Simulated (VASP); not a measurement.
Here is a VASP 6.6.1 calculation.

File INCAR:

```
PREC     = Accurate       # precision mode
ENCUT    = 520            # plane-wave cutoff, eV
EDIFF    = 1E-6           # SCF threshold, eV
ISMEAR   = -1             # smearing method
SIGMA    = 0.1            # smearing width, eV
LREAL    = F              # projectors in reciprocal space
LASPH    = T              # aspherical terms in the spheres
NELM     = 60             # most SCF steps
ALGO     = Normal         # electronic algorithm
ISIF     = 2              # what is computed and relaxed
LWAVE    = F              # write WAVECAR
LCHARG   = F              # write CHGCAR
GGA      = PE             # functional
NBANDS   = 14             # bands
```

Contents of KPOINTS:

```
Automatic mesh
0
Gamma
  8 8 10
```

The input POSCAR:

```
As
1.0
    3.8527617906      0.0000000000      0.0000000000
   -1.9263808953      3.3365895854      0.0000000000
    0.0000000000      0.0000000000      2.2502730614
As
3
Direct
    0.0000000000      0.0000000000      0.0000000000
    0.3333333333      0.6666666667      0.5000000000
    0.6666666667      0.3333333333      0.5000000000
```

Potentials or basis: VASP PAW PBE potentials, release 64 (As).

Run with:

```bash
$ cat potpaw_PBE.64/As/POTCAR > POTCAR
$ mpirun -np 1 vasp_std > vasp.out
```

(1) Predict the pressure.

Answers

(1) 255.1 GPa.
